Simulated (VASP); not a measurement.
Wanted: the native input for a VASP 6.6.1 run.

```yaml
Task: relaxation of cell and atoms
Functional: PBEsol
Potentials_or_basis: VASP PAW PBE potentials, release 64 (Zn)
Cutoff: 600 eV
k_mesh: 18 × 18 × 8
Occupations: gaussian, width 0.1 eV
Spin: no spin polarisation
Dipole_correction: no
Further_INCAR_settings: ALGO = Fast; EDIFF = 1e-07; IBRION = 2; EDIFFG = -0.005; NSW = 70; ISIF = 3
```

The structure of Zn lies in POSCAR:

```
Zn
1.0
    2.6333229228      0.0000000000      0.0000000000
   -1.3166614614      2.2805245476      0.0000000000
    0.0000000000      0.0000000000      5.1082449431
Zn
2
Direct
    0.3333333333      0.6666666667      0.2500000000
    0.6666666667      0.3333333333      0.7500000000
```

One way to write it, as run:

INCAR

```
SYSTEM = Zn
PREC = Accurate
ENCUT = 600
EDIFF = 1E-7
ISMEAR = 0
SIGMA = 0.1
LREAL = .FALSE.
LASPH = .TRUE.
NELM = 100
ALGO = Fast
ISIF = 3
LWAVE = .FALSE.
LCHARG = .FALSE.
GGA = PS
IBRION = 2
NSW = 70
EDIFFG = -0.005
```

KPOINTS

```
Automatic mesh
0
G
  18 18 8
  0 0 0
```

Potentials or basis: VASP PAW PBE potentials, release 64 (Zn).

The run is started by

```bash
$ cat potpaw_PBE.64/Zn/POTCAR > POTCAR
$ mpirun -np 1 vasp_std > vasp.out
```

Results of the run:

```yaml
Relaxed_volume: 14.30 Å³/atom
Relaxed_cell: a = 2.598 Å, b = 2.598 Å, c = 4.893 Å, α = 90.00°, β = 90.00°, γ = 120.00°
Space_group_after_relaxing_to_0.1_Å: P6_3/mmc (No. 194)
Energy_gained_by_relaxing: 15.3 meV/atom
Ionic_steps: 9
Pressure_after_relaxing: 0.0 GPa
Band_gap_on_the_k_mesh: zero (bands 12 and 13 overlap by 4.87 eV)
```

Caveat: the PAW data sets were made with another functional, which shifts forces and pressure a little.

Wall time 10 min on 1 thread of Intel(R) Xeon(R) Platinum 8259CL CPU @ 2.50GHz (Skylake/Cascade Lake) (shared host), peak memory 0.24 GiB.
